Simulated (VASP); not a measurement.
A run of VASP 6.6.1 is set up as follows.

POSCAR

```
SiC
1.0
    3.0753562473      0.0000000000      0.0000000000
   -1.5376781236      2.6633366358      0.0000000000
    0.0000000000      0.0000000000      5.0481081049
Si C
2 2
Direct
    0.3333333333      0.6666666667     -0.0004084052
    0.6666666667      0.3333333333      0.4995915948
    0.3333333333      0.6666666667      0.3754084052
    0.6666666667      0.3333333333      0.8754084052
```

File INCAR.step1:

```
SYSTEM = SiC
ALGO = Normal
EDIFF = 1E-4
ENCUT = 520
GGA = PE
ISMEAR = 0
LASPH = .True.
LCHARG = .False.
LREAL = .False.
LWAVE = .True.
NBANDS = 16
NELM = 60
PREC = Accurate
SIGMA = 0.01
```

INCAR.step2

```
SYSTEM = SiC
ALGO = Normal
EDIFF = 1E-6
ENCUT = 520
ISIF = 2
ISMEAR = 0
ISTART = 1
LASPH = .True.
LCHARG = .False.
LMIXTAU = .True.
LREAL = .False.
LWAVE = .False.
METAGGA = R2SCAN
NBANDS = 16
NELM = 60
PREC = Accurate
SIGMA = 0.01
```

Contents of KPOINTS:

```
k-points
0
Gamma
  6 6 4
  0 0 0
```

Potentials or basis: VASP PAW PBE potentials, release 64 (Si, C).

Command:

```console
$ cat potpaw_PBE.64/Si/POTCAR potpaw_PBE.64/C/POTCAR > POTCAR
$ cp INCAR.step1 INCAR
$ mpirun -np 1 vasp_std > vasp.out
$ cp INCAR.step2 INCAR
$ mpirun -np 1 vasp_std > vasp.out
```

(1) Predict the band gap on the k mesh.

(2) Estimate the pressure.

(3) Estimate the largest force.

Answers

(1) 2.66 eV, indirect (least direct gap 4.48 eV).

(2) -0.2 GPa.

(3) 0.006 eV/Å.

Caveat: the PAW data sets were made with another functional, which shifts forces and pressure a little.
